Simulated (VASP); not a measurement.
Runs of VASP 6.6.1 on HfB2. The structure is that of space group P6/mmm (No. 191), or close to it. The cells are those of the table. 

```csv
task,cell,cutoff (eV),smearing,gap on the mesh (eV),pressure (GPa)
relaxation of shape and atoms at fixed volume,"relaxed from a = 3.021, b = 3.021, c = 3.325 Å, angles 90.0, 90.0, 120.0°, 3 atoms",600,gaussian 0.1 eV,none,40.8
single point,"a = 3.201, b = 3.201, c = 3.569 Å, angles 90.0, 90.0, 120.0°, 3 atoms",520,gaussian 0.1 eV,none,-13.4
relaxation of cell and atoms,"relaxed from a = 3.145, b = 3.145, c = 3.487 Å, angles 90.0, 90.0, 120.0°, 3 atoms",600,fermi-dirac 0.15 eV,none,0.0
single point,"a = 3.055, b = 3.055, c = 3.363 Å, angles 90.0, 90.0, 120.0°, 3 atoms",520,gaussian 0.1 eV,none,28.1
single point,"a = 3.236, b = 3.236, c = 3.623 Å, angles 90.0, 90.0, 120.0°, 3 atoms",520,gaussian 0.1 eV,none,-20.1
single point,"a = 3.173, b = 3.173, c = 3.528 Å, angles 90.0, 90.0, 120.0°, 3 atoms",520,gaussian 0.1 eV,none,(a)
single point,"a = 3.140, b = 3.140, c = 3.480 Å, angles 90.0, 90.0, 120.0°, 3 atoms",520,gaussian 0.1 eV,none,(b)
relaxation of shape and atoms at fixed volume,"relaxed from a = 3.053, b = 3.053, c = 3.368 Å, angles 90.0, 90.0, 120.0°, 3 atoms",600,gaussian 0.1 eV,none,28.1
single point,"a = 3.023, b = 3.023, c = 3.321 Å, angles 90.0, 90.0, 120.0°, 3 atoms",520,gaussian 0.1 eV,none,40.8
single point,"a = 3.146, b = 3.146, c = 3.486 Å, angles 90.0, 90.0, 120.0°, 3 atoms",520,fermi-dirac 0.15 eV,none,-0.4
single point,"a = 3.116, b = 3.116, c = 3.446 Å, angles 90.0, 90.0, 120.0°, 3 atoms",520,gaussian 0.1 eV,none,7.7
single point,"a = 3.086, b = 3.086, c = 3.405 Å, angles 90.0, 90.0, 120.0°, 3 atoms",520,gaussian 0.1 eV,none,17.2
```

Alike in all rows: level PBE; potentials or basis VASP PAW PBE potentials, release 64 (Hf_pv, B); no spin polarisation; k mesh 15 × 15 × 12.

**Question.** Estimate the missing entries.

**Answer.** (a) -7.4; (b) 1.0.

Caveats: spin-orbit coupling is left out, which moves the levels of the heavy elements; the relaxation stopped at its first step, so nothing moved (some runs).

A k mesh can miss the band edges, and the runs leave out spin-orbit coupling on Hf.

A gap of «none» marks levels without a gap at the run's occupations.
